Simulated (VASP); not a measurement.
# O (P4/mmm) in VASP: further runs

The runs below take O through single point, with PBEsol.

Program: VASP 6.6.1. These are calculated values, not measurements. Logs are shortened: lines on timing, memory, paths and dates and some standing lists are left out, and cuts for length are marked.

## 1. The cell of the first run

The structure is tetragonal, space group P4/mmm (No. 123). Conventional cell: a = 1.776 Å, b = 1.776 Å, c = 3.053 Å, α = 90.00°, β = 90.00°, γ = 90.00°. O (site symmetry 4/mmm) has 4 O at 1.78 Å within 2.4 Å.

## 2. Single point, PBEsol

The input, INCAR:

```
SYSTEM = O
PREC = Accurate ; ENCUT = 600
EDIFF = 1E-6 ; ISMEAR = -1
SIGMA = 0.1 ; LREAL = .False.
LASPH = .True. ; NELM = 120
ALGO = Normal ; ISIF = 2
LWAVE = .False. ; LCHARG = .False.
GGA = PS ; NBANDS = 9
GGA_COMPAT = .False.
```

The input, KPOINTS:

```
Automatic mesh
0
Gamma
  13 13 8
  0 0 0
```

The input, POSCAR:

```
O
1.0
    1.7755912600      0.0000000000      0.0000000000
    0.0000000000      1.7755912600      0.0000000000
    0.0000000000      0.0000000000      3.0530507000
O
1
Direct
    0.0000000000      0.0000000000      0.0000000000
```

Potentials or basis: VASP PAW PBE potentials, release 64 (O).

Command:

```bash
> cat potpaw_PBE.64/O/POTCAR > POTCAR
> mpirun -np 1 vasp_std > vasp.out
```

OUTCAR:

```text
SYSTEM = O
   PREC = Accurate
   ENCUT = 600
   EDIFF = 1E-6
   ISMEAR = -1
   LREAL = .False.
   LASPH = .True.
   NELM = 120
   ISIF = 2
   GGA = PS

 ion  position               nearest neighbor table
   1  0.000  0.000  0.000-

  LATTYP: Found a simple tetragonal cell.
 ALAT       =     1.7755912600
 C/A-ratio  =     1.7194558054

  Lattice vectors:

 A1 = (   1.7755912600,   0.0000000000,   0.0000000000)
 A2 = (   0.0000000000,   1.7755912600,   0.0000000000)
 A3 = (   0.0000000000,   0.0000000000,   3.0530507000)

Analysis of symmetry for initial positions (statically):
=====================================================================
 Subroutine PRICEL returns:
 Original cell was already a primitive cell.

 Routine SETGRP: Setting up the symmetry group for a
 simple tetragonal supercell.

 Subroutine GETGRP returns: Found 16 space group operations
 (whereof 16 operations were pure point group operations)
 out of a pool of 16 trial point group operations.

The static configuration has the point symmetry D_4h.

Analysis of symmetry for dynamics (positions and initial velocities):
=====================================================================
 Subroutine PRICEL returns:
 Original cell was already a primitive cell.

 Routine SETGRP: Setting up the symmetry group for a
 simple tetragonal supercell.

 Subroutine GETGRP returns: Found 16 space group operations
 (whereof 16 operations were pure point group operations)
 out of a pool of 16 trial point group operations.

The dynamic configuration has the point symmetry D_4h.

 Subroutine INISYM returns: Found 16 space group operations
 (whereof 16 operations are pure point group operations),
 and found     1 'primitive' translations

----------------------------------------------------------------------------------------

                                     Primitive cell

  volume of cell :       9.6254

  direct lattice vectors                    reciprocal lattice vectors
     1.775591260  0.000000000  0.000000000     0.563192680  0.000000000  0.000000000
     0.000000000  1.775591260  0.000000000     0.000000000  0.563192680  0.000000000
     0.000000000  0.000000000  3.053050700     0.000000000  0.000000000  0.327541236

  length of vectors
     1.775591260  1.775591260  3.053050700     0.563192680  0.563192680  0.327541236

  position of ions in fractional coordinates (direct lattice)
     0.000000000  0.000000000  0.000000000

  ion indices of the primitive-cell ions
   primitive index   ion index
                 1           1

----------------------------------------------------------------------------------------

 KPOINTS: Automatic mesh

Automatic generation of k-mesh.
 Grid dimensions read from file:
 generate k-points for:   13   13    8

 Generating k-lattice:

  Cartesian coordinates                     Fractional coordinates (reciprocal lattice)
     0.043322514  0.000000000  0.000000000     0.076923077  0.000000000  0.000000000
     0.000000000  0.043322514  0.000000000     0.000000000  0.076923077  0.000000000
     0.000000000  0.000000000  0.040942655     0.000000000  0.000000000  0.125000000

  Length of vectors
     0.043322514  0.043322514  0.040942655

  Shift w.r.t. Gamma in fractional coordinates (k-lattice)
     0.000000000  0.000000000  0.000000000

 Subroutine IBZKPT returns following result:
 ===========================================

 Found    140 irreducible k-points:

 Following reciprocal coordinates:
            Coordinates               Weight
  0.000000  0.000000  0.000000      1.000000
  0.076923  0.000000  0.000000      4.000000
  0.153846  0.000000  0.000000      4.000000
  0.230769  0.000000  0.000000      4.000000
  0.307692  0.000000  0.000000      4.000000
  0.384615  0.000000  0.000000      4.000000
[... 16 lines left out ...]
  0.307692  0.307692  0.000000      4.000000
  0.384615  0.307692  0.000000      8.000000
 [... further k-points ...]
   k-points           NKPTS =    140   k-points in BZ     NKDIM =    140   number of bands    NBANDS=      9
   number of dos      NEDOS =    301   number of ions     NIONS =      1
   total plane-waves  NPLWV =   4704
   dimension x,y,z NGX =    14 NGY =   14 NGZ =   24
   dimension x,y,z NGXF=    28 NGYF=   28 NGZF=   48
   ions per type =               1
   NGX,Y,Z   is equivalent  to a cutoff of  13.11, 13.11, 13.07 a.u.
   NGXF,Y,Z  is equivalent  to a cutoff of  26.22, 26.22, 26.14 a.u.
 SYSTEM =  O
   PREC   = accura    normal or accurate (medium, high low for compatibility)
   ISTART =      0    job   : 0-new  1-cont  2-samecut
   ICHARG =      2    charge: 1-file 2-atom 10-const
   ISPIN  =      1    spin polarized calculation?
   LNONCOLLINEAR =      F non collinear calculations
   LSORBIT =      F    spin-orbit coupling
   LASPH  =      T    aspherical Exc in radial PAW
   ENCUT  =  600.0 eV  44.10 Ry    6.64 a.u.   3.55  3.55  6.10*2*pi/ulx,y,z
   NELM   =    120;   NELMIN=  2; NELMDL= -5     # of ELM steps
   EDIFF  = 0.1E-05   stopping-criterion for ELM
   LREAL  =      F    real-space projection
   EDIFFG = 0.1E-04   stopping-criterion for IOM
   NSW    =      0    number of steps for IOM
   IBRION =     -1    ionic relax: 0-MD 1-quasi-New 2-CG
   NFREE  =      0    steps in history (QN), initial steepest desc. (CG)
   ISIF   =      2    stress and relaxation
   ISYM   =      2    0-nonsym 1-usesym 2-fastsym
   POTIM  = 0.5000    time-step for ionic-motion
   TEBEG  =    0.0;   TEEND  =   0.0 temperature during run
   PSTRESS=    0.0 pullay stress
   NELECT =       6.0000    total number of electrons
   NUPDOWN=      -1.0000    fix difference up-down
   EMIN   =  10.00;   EMAX   =-10.00  energy-range for DOS
   EFERMI =   0.00;   METHOD = LEGACY
   ISMEAR =    -1;   SIGMA  =   0.10  broadening in eV -4-tet -1-fermi 0-gaus
   EFERMI_NEDOS =   21; number of points for ismear=-14 and -15
   IALGO  =     38    algorithm
   IMIX   =      4    mixing-type and parameters
     AMIX     =   0.40;   BMIX     =  1.00
     AMIX_MAG =   1.60;   BMIX_MAG =  1.00
  volume/ion in A,a.u.               =       9.63        64.96
  Fermi-wavevector in a.u.,A,eV,Ry     =   1.398466  2.642718 26.609011  1.955707
  Thomas-Fermi vector in A             =   2.521621
   LORBIT       =      0    0 simple, 1 ext, 2 COOP (PROOUT), +10 PAW based schemes
   GGA     = PS    functional components
   LHFCALC =     F    Hartree Fock is set to
   AEXX    =    0.0000 exact exchange contribution
   IVDW    =     0    specifies the selected vdW correction
   LEPSILON=     F    determine dielectric tensor
   LRPA    =     F    only Hartree local field effects (RPA)
 non-spin polarized calculation
  energy-cutoff  :      600.00
  volume of cell :        9.63
 maximum number of plane-waves:       334
   NGX =  7   NGY =  7   NGZ = 13

 number of electron       6.0000005 magnetization

 Free energy of the ion-electron system (eV)
  ---------------------------------------------------
  ext. energy  EPLUGINS =         0.00000000
  ---------------------------------------------------
  free energy    TOTEN  =        -3.76457333 eV

  energy without entropy =       -3.74968694  energy(sigma->0) =       -3.75713014

 E-fermi :   0.6290     XC(G=0): -10.5751

 val. band max:        0.6241586667   @ k =   0.3846   0.3077   0.0000
 cond. band min:       0.6364450613   @ k =   0.3846   0.3846   0.5000
 fundamental gap:      0.0122863945
 Fermi energy:         0.6290113286

 k-point     1 :       0.0000    0.0000    0.0000
  band No.  band energies     occupation
      1     -22.3189      2.00000
      2      -4.0327      2.00000
      3       4.3047      0.00000
      4       4.3047      0.00000
      5       8.9602      0.00000
      6      28.4394      0.00000
      7      30.2471      0.00000
      8      34.4933      0.00000
      9      52.4488      0.00000

 k-point     2 :       0.0769    0.0000    0.0000
  band No.  band energies     occupation
      1     -22.1183      2.00000
      2      -3.8721      2.00000
      3       3.5129      0.00000
      4       4.3829      0.00000
      5       9.2287      0.00000
      6      28.2594      0.00000
      7      30.4855      0.00000
      8      34.9448      0.00000
      9      48.9748      0.00000

 k-point     3 :       0.1538    0.0000    0.0000
  band No.  band energies     occupation
      1     -21.5238      2.00000
      2      -3.4092      2.00000
      3       1.4500      0.00054
      4       4.6035      0.00000
      5      10.0222      0.00000
      6      27.6378      0.00000
      7      30.9512      0.00000
      8      35.6476      0.00000
      9      45.0575      0.00000

 k-point     4 :       0.2308    0.0000    0.0000
  band No.  band energies     occupation
      1     -20.5611      2.00000
      2      -2.7041      2.00000
      3      -1.2820      2.00000
      4       4.9241      0.00000
      5      11.3302      0.00000
      6      26.4383      0.00000
      7      30.8216      0.00000
      8      35.2593      0.00000
      9      42.3322      0.00000
[... 205 lines left out ...]
 k-point    22 :       0.4615    0.2308    0.0000
  band No.  band energies     occupation
      1     -15.1677      2.00000
      2      -7.1409      2.00000
      3       0.4021      1.81252
      4       1.3330      0.00175
      5      19.7605      0.00000
      6      23.0185      0.00000
      7      24.5681      0.00000
      8      29.9655      0.00000
      9      36.4885      0.00000

 k-point    23 :       0.3077    0.3077    0.0000
  band No.  band energies     occupation
      1     -16.4140      2.00000
      2      -2.7259      2.00000
      3      -1.7214      2.00000
      4      -0.0151      1.99681
      5      16.9080      0.00000
      6      25.8922      0.00000
      7      26.6476      0.00000
      8      33.5856      0.00000
      9      35.0969      0.00000

 k-point    24 :       0.3846    0.3077    0.0000
  band No.  band energies     occupation
      1     -15.0740      2.00000
      2      -4.6880      2.00000
      3      -1.4742      2.00000
      4       0.6242      1.02426
      5      18.5981      0.00000
      6      24.4087      0.00000
      7      26.6810      0.00000
      8      31.3838      0.00000
      9      34.3187      0.00000

 [... further k-points ...]

------------------------ aborting loop because EDIFF is reached ----------------------------------------

  FORCE on cell =-STRESS in cart. coord.  units (eV):
  Direction    XX          YY          ZZ          XY          YZ          ZX
  --------------------------------------------------------------------------------------
  -------------------------------------------------------------------------------------
  Total       -0.1601132     -0.1601132      0.0828271      0.0000000      0.0000000     -0.0000000
  in kB      -26.6512581    -26.6512581     13.7867880      0.0000000      0.0000000     -0.0000000
  external PRESSURE =     -13.1719094 kB  Pullay stress =       0.0000000 kB

 VOLUME and BASIS-vectors are now :
 -----------------------------------------------------------------------------
  energy-cutoff  :      600.00
  volume of cell :        9.63
      direct lattice vectors                 reciprocal lattice vectors
     1.775591260  0.000000000  0.000000000     0.563192680  0.000000000  0.000000000
     0.000000000  1.775591260  0.000000000     0.000000000  0.563192680  0.000000000
     0.000000000  0.000000000  3.053050700     0.000000000  0.000000000  0.327541236

 POSITION                                       TOTAL-FORCE (eV/Angst)
 -----------------------------------------------------------------------------------
      0.00000      0.00000      0.00000         0.000000      0.000000      0.000000
 -----------------------------------------------------------------------------------
    total drift:                               -0.000000     -0.000000      0.000000

  FREE ENERGIE OF THE ION-ELECTRON SYSTEM (eV)
  ---------------------------------------------------
  free  energy   TOTEN  =        -3.7645733314 eV

  energy  without entropy=       -3.7496869440  energy(sigma->0) =       -3.75713014
```

Wall time 11 s (1 thread of Intel Xeon 8259CL, shared host); peak memory 0.12 GiB.

What came out:

```
Free energy            : -3.7646 eV
Pressure               : -1.3 GPa
Band gap on the k mesh : zero (band 3 reaches 4.32 eV, above the bottom of band 4 at -0.90 eV)
```

Stress tensor (GPa, compression positive):
```
-2.67  0.00  0.00
 0.00 -2.67  0.00
 0.00  0.00  1.38
```

Levels at points of the mesh, in eV from the Fermi level:
| k point | band 1 | band 2 | band 3 | band 4 | band 5 | band 6 | band 7 | band 8 |
| --- | --- | --- | --- | --- | --- | --- | --- | --- |
| (0.00, 0.00, 0.00) | -22.95 | -4.66 | 3.68 | 3.68 | 8.33 | 27.81 | 29.62 | 33.86 |
| (0.00, 0.00, 0.50) | -22.74 | -6.46 | 3.69 | 3.69 | 13.08 | 23.92 | 32.08 | 34.41 |

Caveat: the PAW data sets were made with another functional, which shifts forces and pressure a little.

## 3. Single point, PBEsol

The input, INCAR:

```
ALGO = Normal
EDIFF = 1E-6
ENCUT = 600
GGA = PS
GGA_COMPAT = False
ISIF = 2
ISMEAR = -1
LASPH = True
LCHARG = False
LREAL = False
LWAVE = False
NBANDS = 9
NELM = 120
PREC = Accurate
SIGMA = 0.1
```

The input, KPOINTS:

```
k-points
0
Gamma
  13 13 8
```

POSCAR is that of step 2.

Potentials or basis: VASP PAW PBE potentials, release 64 (O).

Command:

```bash
> cat potpaw_PBE.64/O/POTCAR > POTCAR
> mpirun -np 1 vasp_std > vasp.out
```

Run time: 15 s. Hardware: 1 thread of Intel Xeon 8259CL, shared host; peak memory 0.12 GiB.

Results (log left out):

| Quantity | Value |
| --- | --- |
| Free energy | -3.7646 eV |
| Pressure | -1.3 GPa |
| Band gap on the k mesh | zero (band 3 reaches 4.32 eV, above the bottom of band 4 at -0.90 eV) |

Stress tensor (GPa, compression positive):
```
-2.67  0.00  0.00
 0.00 -2.67  0.00
 0.00  0.00  1.38
```

Levels at points of the mesh, in eV from the Fermi level:
```
           k point  band 1  band 2  band 3  band 4  band 5  band 6  band 7  band 8
(0.00, 0.00, 0.00)  -22.95   -4.66    3.68    3.68    8.33   27.81   29.62   33.86
(0.00, 0.00, 0.50)  -22.74   -6.46    3.69    3.69   13.08   23.92   32.08   34.41
```

Caveat: the PAW data sets were made with another functional, which shifts forces and pressure a little.
